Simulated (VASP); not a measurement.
# Tc (Fm-3m) in VASP: single point with PBEsol

Aim: the single point of Tc with PBEsol.

All numbers are computed with VASP 6.6.1; they aren't measurements. Logs are shortened: lines on timing, memory, paths and dates and some standing lists are left out, and cuts for length are marked.

## 1. The cell of the first run

It takes space group Fm-3m (No. 225, cubic). Conventional cell: a = 3.900 Å, b = 3.900 Å, c = 3.900 Å, α = 90.00°, β = 90.00°, γ = 90.00°. Tc (site symmetry m-3m) has 12 Tc at 2.76 Å within 3.6 Å.

## 2. Single point, PBEsol

INCAR

```
SYSTEM = Tc
PREC     = Accurate       ! precision mode
ENCUT    = 500            ! plane-wave cutoff, eV
EDIFF    = 1E-6           ! SCF threshold, eV
ISMEAR   = -1             ! smearing method
SIGMA    = 0.05           ! smearing width, eV
LREAL    = .False.        ! projectors in reciprocal space
LASPH    = .True.         ! aspherical terms in the spheres
NELM     = 120            ! most SCF steps
ALGO     = Normal         ! electronic algorithm
ISIF     = 2              ! what is computed and relaxed
LWAVE    = .False.        ! write WAVECAR
LCHARG   = .False.        ! write CHGCAR
GGA      = PS             ! functional
NBANDS   = 12             ! bands
GGA_COMPAT= .False.
```

KPOINTS

```
regular mesh
0
Gamma
  11 11 11
  0 0 0
```

POSCAR

```
Tc
1.0
    2.7577160000      0.0000000000      0.0000000000
    1.3788580000      2.3882521124      0.0000000000
    1.3788580000      0.7960840375      2.2516656852
Tc
1
Direct
    0.0000000000      0.0000000000      0.0000000000
```

Potentials or basis: VASP PAW PBE potentials, release 64 (Tc_pv).

Command:

```console
$ cat potpaw_PBE.64/Tc_pv/POTCAR > POTCAR
$ mpirun -np 1 vasp_std > vasp.out
```

OUTCAR:

```text
SYSTEM = Tc
   PREC = Accurate
   ENCUT = 500
   EDIFF = 1E-6
   ISMEAR = -1
   LREAL = .False.
   LASPH = .True.
   NELM = 120
   ISIF = 2
   GGA = PS

 ion  position               nearest neighbor table
   1  0.000  0.000  0.000-

  LATTYP: Found a face centered cubic cell.
 ALAT       =     3.8999993683

  Lattice vectors:

 A1 = (   2.7577160000,   0.0000000000,   0.0000000000)
 A2 = (   1.3788580000,   2.3882521124,   0.0000000000)
 A3 = (   1.3788580000,   0.7960840375,   2.2516656852)

Analysis of symmetry for initial positions (statically):
=====================================================================
 Subroutine PRICEL returns:
 Original cell was already a primitive cell.

 Routine SETGRP: Setting up the symmetry group for a
 face centered cubic supercell.

 Subroutine GETGRP returns: Found 48 space group operations
 (whereof 48 operations were pure point group operations)
 out of a pool of 48 trial point group operations.

The static configuration has the point symmetry O_h .

Analysis of symmetry for dynamics (positions and initial velocities):
=====================================================================
 Subroutine PRICEL returns:
 Original cell was already a primitive cell.

 Routine SETGRP: Setting up the symmetry group for a
 face centered cubic supercell.

 Subroutine GETGRP returns: Found 48 space group operations
 (whereof 48 operations were pure point group operations)
 out of a pool of 48 trial point group operations.

The dynamic configuration has the point symmetry O_h .

 Subroutine INISYM returns: Found 48 space group operations
 (whereof 48 operations are pure point group operations),
 and found     1 'primitive' translations

----------------------------------------------------------------------------------------

                                     Primitive cell

  volume of cell :      14.8297

  direct lattice vectors                    reciprocal lattice vectors
     2.757716000  0.000000000  0.000000000     0.362618921 -0.209358132 -0.148038555
     1.378858000  2.388252112  0.000000000     0.000000000  0.418716263 -0.148038555
     1.378858000  0.796084038  2.251665685     0.000000000  0.000000000  0.444115664

  length of vectors
     2.757716000  2.757716000  2.757716000     0.444115664  0.444115664  0.444115664

  position of ions in fractional coordinates (direct lattice)
     0.000000000  0.000000000  0.000000000

  ion indices of the primitive-cell ions
   primitive index   ion index
                 1           1

----------------------------------------------------------------------------------------

 KPOINTS: regular mesh

Automatic generation of k-mesh.
 Grid dimensions read from file:
 generate k-points for:   11   11   11

 Generating k-lattice:

  Cartesian coordinates                     Fractional coordinates (reciprocal lattice)
     0.032965356 -0.019032557 -0.013458050     0.090909091  0.000000000 -0.000000000
     0.000000000  0.038065115 -0.013458050     0.000000000  0.090909091  0.000000000
     0.000000000  0.000000000  0.040374151     0.000000000  0.000000000  0.090909091

  Length of vectors
     0.040374151  0.040374151  0.040374151

  Shift w.r.t. Gamma in fractional coordinates (k-lattice)
     0.000000000  0.000000000  0.000000000

 Subroutine IBZKPT returns following result:
 ===========================================

 Found     56 irreducible k-points:

 Following reciprocal coordinates:
            Coordinates               Weight
  0.000000  0.000000  0.000000      1.000000
  0.090909  0.000000  0.000000      8.000000
  0.181818 -0.000000  0.000000      8.000000
  0.272727 -0.000000 -0.000000      8.000000
  0.363636 -0.000000  0.000000      8.000000
  0.454545 -0.000000  0.000000      8.000000
[... 16 lines left out ...]
 -0.272727  0.181818  0.000000     24.000000
 -0.181818  0.181818  0.000000     12.000000
 [... further k-points ...]
   k-points           NKPTS =     56   k-points in BZ     NKDIM =     56   number of bands    NBANDS=     12
   number of dos      NEDOS =    301   number of ions     NIONS =      1
   total plane-waves  NPLWV =   8000
   dimension x,y,z NGX =    20 NGY =   20 NGZ =   20
   dimension x,y,z NGXF=    40 NGYF=   40 NGZF=   40
   ions per type =               1
   NGX,Y,Z   is equivalent  to a cutoff of  12.06, 12.06, 12.06 a.u.
   NGXF,Y,Z  is equivalent  to a cutoff of  24.11, 24.11, 24.11 a.u.
 SYSTEM =  Tc
   PREC   = accura    normal or accurate (medium, high low for compatibility)
   ISTART =      0    job   : 0-new  1-cont  2-samecut
   ICHARG =      2    charge: 1-file 2-atom 10-const
   ISPIN  =      1    spin polarized calculation?
   LNONCOLLINEAR =      F non collinear calculations
   LSORBIT =      F    spin-orbit coupling
   LASPH  =      T    aspherical Exc in radial PAW
   ENCUT  =  500.0 eV  36.75 Ry    6.06 a.u.   5.03  5.03  5.03*2*pi/ulx,y,z
   NELM   =    120;   NELMIN=  2; NELMDL= -5     # of ELM steps
   EDIFF  = 0.1E-05   stopping-criterion for ELM
   LREAL  =      F    real-space projection
   EDIFFG = 0.1E-04   stopping-criterion for IOM
   NSW    =      0    number of steps for IOM
   IBRION =     -1    ionic relax: 0-MD 1-quasi-New 2-CG
   NFREE  =      0    steps in history (QN), initial steepest desc. (CG)
   ISIF   =      2    stress and relaxation
   ISYM   =      2    0-nonsym 1-usesym 2-fastsym
   POTIM  = 0.5000    time-step for ionic-motion
   TEBEG  =    0.0;   TEEND  =   0.0 temperature during run
   PSTRESS=    0.0 pullay stress
   NELECT =      13.0000    total number of electrons
   NUPDOWN=      -1.0000    fix difference up-down
   EMIN   =  10.00;   EMAX   =-10.00  energy-range for DOS
   EFERMI =   0.00;   METHOD = LEGACY
   ISMEAR =    -1;   SIGMA  =   0.05  broadening in eV -4-tet -1-fermi 0-gaus
   EFERMI_NEDOS =   21; number of points for ismear=-14 and -15
   IALGO  =     38    algorithm
   IMIX   =      4    mixing-type and parameters
     AMIX     =   0.40;   BMIX     =  1.00
     AMIX_MAG =   1.60;   BMIX_MAG =  1.00
  volume/ion in A,a.u.               =      14.83       100.08
  Fermi-wavevector in a.u.,A,eV,Ry     =   1.566792  2.960808 33.400097  2.454838
  Thomas-Fermi vector in A             =   2.669068
   LORBIT       =      0    0 simple, 1 ext, 2 COOP (PROOUT), +10 PAW based schemes
   GGA     = PS    functional components
   LHFCALC =     F    Hartree Fock is set to
   AEXX    =    0.0000 exact exchange contribution
   IVDW    =     0    specifies the selected vdW correction
   LEPSILON=     F    determine dielectric tensor
   LRPA    =     F    only Hartree local field effects (RPA)
 non-spin polarized calculation
  energy-cutoff  :      500.00
  volume of cell :       14.83
 maximum number of plane-waves:       385
   NGX =  9   NGY =  9   NGZ =  9

 number of electron      13.0000003 magnetization

 Free energy of the ion-electron system (eV)
  ---------------------------------------------------
  ext. energy  EPLUGINS =         0.00000000
  ---------------------------------------------------
  free energy    TOTEN  =       -11.16377480 eV

  energy without entropy =      -11.15505396  energy(sigma->0) =      -11.15941438

 E-fermi :  12.0732     XC(G=0): -13.7360

 val. band max:       12.0313851048   @ k =  -0.4545   0.2727   0.0909
 cond. band min:      12.0991055099   @ k =  -0.1818   0.2727   0.0909
 fundamental gap:      0.0677204051
 Fermi energy:        12.0732040263

 k-point     1 :       0.0000    0.0000    0.0000
  band No.  band energies     occupation
      1     -26.2406      2.00000
      2     -26.2406      2.00000
      3     -26.2406      2.00000
      4       4.6853      2.00000
      5      10.3796      2.00000
      6      10.3796      2.00000
      7      10.3796      2.00000
      8      12.8823      0.00000
      9      12.8823      0.00000
     10      26.1056      0.00000
     11      31.5121      0.00000
     12      31.5121      0.00000

 k-point     2 :       0.0909    0.0000    0.0000
  band No.  band energies     occupation
      1     -26.3368      2.00000
      2     -26.2530      2.00000
      3     -26.2530      2.00000
      4       5.0224      2.00000
      5      10.1887      2.00000
      6      10.5220      2.00000
      7      10.5220      2.00000
      8      12.7863      0.00000
      9      12.7863      0.00000
     10      26.7002      0.00000
     11      30.1507      0.00000
     12      32.0888      0.00000

 k-point     3 :       0.1818   -0.0000    0.0000
  band No.  band energies     occupation
      1     -26.5895      2.00000
      2     -26.2857      2.00000
      3     -26.2857      2.00000
      4       5.8884      2.00000
      5       9.8627      2.00000
      6      10.7735      2.00000
      7      10.7735      2.00000
      8      12.7309      0.00000
      9      12.7309      0.00000
     10      27.6694      0.00000
     11      28.4065      0.00000
     12      33.6923      0.00000
[... 286 lines left out ...]
 k-point    23 :      -0.2727    0.1818    0.0000
  band No.  band energies     occupation
      1     -27.0680      2.00000
      2     -26.6099      2.00000
      3     -26.3667      2.00000
      4       7.9717      2.00000
      5       9.6419      2.00000
      6       9.9382      2.00000
      7      11.3118      2.00000
      8      12.7246      0.00000
      9      16.1808      0.00000
     10      25.5908      0.00000
     11      28.3924      0.00000
     12      30.1867      0.00000

 k-point    24 :      -0.1818    0.1818    0.0000
  band No.  band energies     occupation
      1     -26.8803      2.00000
      2     -26.5089      2.00000
      3     -26.3171      2.00000
      4       7.4689      2.00000
      5       9.2234      2.00000
      6      10.4551      2.00000
      7      11.6881      1.99910
      8      11.7143      1.99848
      9      14.7333      0.00000
     10      27.0645      0.00000
     11      29.5127      0.00000
     12      32.0723      0.00000

 [... further k-points ...]
[... 5 lines left out ...]
  --------------------------------------------------------------------------------------
  -------------------------------------------------------------------------------------
  Total       -1.4806680     -1.4806680     -1.4806680     -0.0000000     -0.0000000      0.0000000
  in kB     -159.9685650   -159.9685650   -159.9685650     -0.0000000     -0.0000000      0.0000000
  external PRESSURE =    -159.9685650 kB  Pullay stress =       0.0000000 kB

 VOLUME and BASIS-vectors are now :
 -----------------------------------------------------------------------------
  energy-cutoff  :      500.00
  volume of cell :       14.83
      direct lattice vectors                 reciprocal lattice vectors
     2.757716000  0.000000000  0.000000000     0.362618921 -0.209358132 -0.148038555
     1.378858000  2.388252112  0.000000000     0.000000000  0.418716263 -0.148038555
     1.378858000  0.796084038  2.251665685     0.000000000  0.000000000  0.444115664

 POSITION                                       TOTAL-FORCE (eV/Angst)
 -----------------------------------------------------------------------------------
      0.00000      0.00000      0.00000         0.000000     -0.000000      0.000000
 -----------------------------------------------------------------------------------
    total drift:                                0.000000     -0.000000     -0.000000

  FREE ENERGIE OF THE ION-ELECTRON SYSTEM (eV)
  ---------------------------------------------------
  free  energy   TOTEN  =       -11.1637748028 eV

  energy  without entropy=      -11.1550539623  energy(sigma->0) =      -11.15941438
```

Wall time 3.3 s (1 thread of Intel Xeon 6975P-C (Granite Rapids), shared host); peak memory 0.12 GiB.

What came out:

| Property | Result |
| --- | --- |
| Free energy | -11.1638 eV |
| Pressure | -16.0 GPa |

Caveat: the PAW data sets were made with another functional, which shifts forces and pressure a little.
